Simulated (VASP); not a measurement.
Runs of VASP 6.6.1 on Rh. The structure is that of space group P6_3/mmc (No. 194), or close to it. The cells are those of the table. 

| cell | gap on the mesh (eV) | pressure (GPa) |
| --- | --- | --- |
| a = 2.749, b = 2.749, c = 4.458 Å, angles 90.0, 90.0, 120.0°, 2 atoms | none | -22.3 |
| a = 2.785, b = 2.785, c = 4.515 Å, angles 90.0, 90.0, 120.0°, 2 atoms | none | (a) |
| a = 2.767, b = 2.767, c = 4.487 Å, angles 90.0, 90.0, 120.0°, 2 atoms | none | -25.7 |
| a = 2.694, b = 2.694, c = 4.369 Å, angles 90.0, 90.0, 120.0°, 2 atoms | none | (b) |
| a = 2.713, b = 2.713, c = 4.399 Å, angles 90.0, 90.0, 120.0°, 2 atoms | none | -13.8 |
| a = 2.675, b = 2.675, c = 4.338 Å, angles 90.0, 90.0, 120.0°, 2 atoms | none | -2.7 |

Alike in all rows: task single point; level LDA; potentials or basis VASP PAW LDA potentials, release 64 (Rh_pv); no spin polarisation; k mesh 12 × 12 × 7; cutoff (eV) 520; smearing fermi-dirac 0.1 eV.

Problem. Fill in the values left out.

Solution. (a) -28.7; (b) -8.6.

A k mesh can miss the band edges, and the runs leave out spin-orbit coupling on Rh.

A gap of «none» marks levels without a gap at the run's occupations.
